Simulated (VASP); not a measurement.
Write the native input for VASP 6.6.1 that does the following.

```
Task                   : single point
Functional             : PBE
Potentials or basis    : VASP PAW PBE potentials, release 64 (Si, Ge_d)
Cutoff                 : 520 eV
k mesh                 : 18 × 18 × 6
Occupations            : gaussian, width 0.1 eV
Spin                   : no spin polarisation
Dipole correction      : no
Further INCAR settings : ALGO = Normal; EDIFF = 1e-07; NBANDS = 31
```

The structure of SiGe3 lies in POSCAR:

```
SiGe3
1.0
    2.9553355505      0.0000000029      0.0000000000
   -1.4776677778      2.5593956620      0.0000000000
    0.0000000000      0.0000000000      9.6439337011
Si Ge
1 3
Direct
    0.3333333333      0.6666666667      0.5000000000
    0.6666666667      0.3333333333      0.2634164330
    0.6666666667      0.3333333333      0.7365835670
    0.3333333333      0.6666666667      0.0000000000
```

One way to write it, as run:

INCAR

```
SYSTEM = SiGe3
ALGO = Normal ; EDIFF = 1E-7
ENCUT = 520 ; GGA = PE
ISIF = 2 ; ISMEAR = 0
LASPH = .TRUE. ; LCHARG = .FALSE.
LREAL = .FALSE. ; LWAVE = .FALSE.
NBANDS = 31 ; NELM = 60
PREC = Accurate ; SIGMA = 0.1
```

KPOINTS

```
k-points
0
G
  18 18 6
  0 0 0
```

Potentials or basis: VASP PAW PBE potentials, release 64 (Si, Ge_d).

The run is started by

```bash
$ cat potpaw_PBE.64/Si/POTCAR potpaw_PBE.64/Ge_d/POTCAR > POTCAR
$ mpirun -np 1 vasp_std > vasp.out
```

Results of the run:

* Pressure: 0.0 GPa
* Band gap on the k mesh: zero (band 23 reaches 13.88 eV, above the bottom of band 24 at 4.74 eV)

Run time: 2.5 min on 1 thread of Intel(R) Xeon(R) 6975P-C (Granite Rapids) (shared host), peak memory 0.38 GiB.
